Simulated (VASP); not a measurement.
Input of a VASP 6.6.1 run:

The input INCAR:

```
PREC     = Accurate       # precision mode
ENCUT    = 600            # plane-wave cutoff, eV
EDIFF    = 1E-6           # SCF threshold, eV
ISMEAR   = 0              # smearing method
SIGMA    = 0.02           # smearing width, eV
LREAL    = F              # projectors in reciprocal space
LASPH    = T              # aspherical terms in the spheres
NELM     = 120            # most SCF steps
ALGO     = Normal         # electronic algorithm
ISIF     = 2              # what is computed and relaxed
LWAVE    = F              # write WAVECAR
LCHARG   = F              # write CHGCAR
GGA      = PS             # functional
NBANDS   = 11             # bands
GGA_COMPAT= F
```

The input KPOINTS:

```
regular mesh
0
Gamma
  8 8 8
```

The input POSCAR:

```
MgSe
1.0
    0.0000000000      2.7246416207      2.7246416207
    2.7246416207      0.0000000000      2.7246416207
    2.7246416207      2.7246416207      0.0000000000
Mg Se
1 1
Direct
    0.0000000000      0.0000000000      0.0000000000
    0.5000000000      0.5000000000      0.5000000000
```

Potentials or basis: VASP PAW PBE potentials, release 64 (Mg, Se).

Launch:

```bash
$ cat potpaw_PBE.64/Mg/POTCAR potpaw_PBE.64/Se/POTCAR > POTCAR
$ mpirun -np 1 vasp_std > vasp.out
```

Question: Predict the band gap on the k mesh.

Answer: 1.76 eV, indirect (least direct gap 2.51 eV).

Question: What does it give for the pressure?

Answer: 0.0 GPa.

Caveat: the PAW data sets were made with another functional, which shifts forces and pressure a little. A k mesh can miss the band edges.
